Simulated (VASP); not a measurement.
Set up this calculation in VASP 6.6.1, as the native input.

```
Task                   : single point
Functional             : PBE
Potentials or basis    : VASP PAW PBE potentials, release 64 (C)
Cutoff                 : 600 eV
k mesh                 : 10 × 10 × 10
Occupations            : gaussian, width 0.02 eV
Spin                   : no spin polarisation
Dipole correction      : no
Further INCAR settings : ALGO = Normal; EDIFF = 1e-06; NBANDS = 11
```

The structure of C lies in POSCAR:

```
C
1.0
    0.0000000000      1.7858029968      1.7858029968
    1.7858029968      0.0000000000      1.7858029968
    1.7858029968      1.7858029968      0.0000000000
C
2
Direct
    0.0000000000      0.0000000000      0.0000000000
    0.2500000000      0.2500000000      0.2500000000
```

These files were run (other wordings do the same):

INCAR

```
SYSTEM = C
PREC = Accurate
ENCUT = 600
EDIFF = 1E-6
ISMEAR = 0
SIGMA = 0.02
LREAL = .FALSE.
LASPH = .TRUE.
NELM = 120
ALGO = Normal
ISIF = 2
LWAVE = .FALSE.
LCHARG = .FALSE.
GGA = PE
NBANDS = 11
GGA_COMPAT = .FALSE.
```

KPOINTS

```
regular mesh
0
G
  10 10 10
  0 0 0
```

Potentials or basis: VASP PAW PBE potentials, release 64 (C).

The run is started by

```sh
$ cat potpaw_PBE.64/C/POTCAR > POTCAR
$ mpirun -np 1 vasp_std > vasp.out
```

Results of the run:

```yaml
Pressure: 0.0 GPa
Band_gap_on_the_k_mesh: 4.16 eV, indirect (least direct gap 5.58 eV)
```

Run time: 7.7 s on 1 thread of Intel Xeon 8259CL, with other jobs on the host, peak memory 0.12 GiB.
